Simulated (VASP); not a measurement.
Here is a VASP 6.6.1 calculation.

POSCAR

```
Ru
1.0
    2.7237197275      0.0000000000      0.0000000000
   -1.3618598638      2.3588104769      0.0000000000
    0.0000000000      0.0000000000      4.3102577801
Ru
2
Direct
    0.6666666667      0.3333333333      0.7500000000
    0.3333333333      0.6666666667      0.2500000000
```

The input INCAR.step1:

```
  PREC = Accurate
  ENCUT = 520
  EDIFF = 1E-5
  ISMEAR = -1
  SIGMA = 0.05
  LREAL = F
  LASPH = T
  NELM = 80
  ALGO = Normal
  ISIF = 2
  LWAVE = T
  GGA = PE
  NBANDS = 21
```

INCAR.step2

```
  PREC = Accurate
  ENCUT = 520
  EDIFF = 1E-6
  ISMEAR = -1
  SIGMA = 0.05
  LREAL = F
  LASPH = T
  NELM = 80
  ALGO = Normal
  ISIF = 2
  LWAVE = F
  LCHARG = T
  GGA = PE
  LHFCALC = T
  HFSCREEN = 0.2079
  PRECFOCK = Normal
  LELF = T
  LVHAR = T
  ISTART = 1
  NBANDS = 21
```

File KPOINTS:

```
Automatic mesh
0
Gamma
  6 6 3
```

Potentials or basis: VASP PAW PBE potentials, release 64 (Ru_pv).

Launch:

```bash
$ cat potpaw_PBE.64/Ru_pv/POTCAR > POTCAR
$ cp INCAR.step1 INCAR
$ mpirun -np 1 vasp_std > vasp.out
$ cp INCAR.step2 INCAR
$ mpirun -np 1 vasp_std > vasp.out
```

Q: Estimate the pressure.

A: -14.4 GPa.

Q: Estimate the band gap on the k mesh.

A: Zero (band 14 reaches 14.04 eV, above the bottom of band 15 at 10.35 eV).

Stress tensor (GPa, compression positive):
```
-11.93   0.00   0.00
  0.00 -11.93   0.00
  0.00   0.00 -19.20
```

Caveat: the k points lie up to 0.49 Å⁻¹ apart; the PAW data sets were made with another functional, which shifts forces and pressure a little.
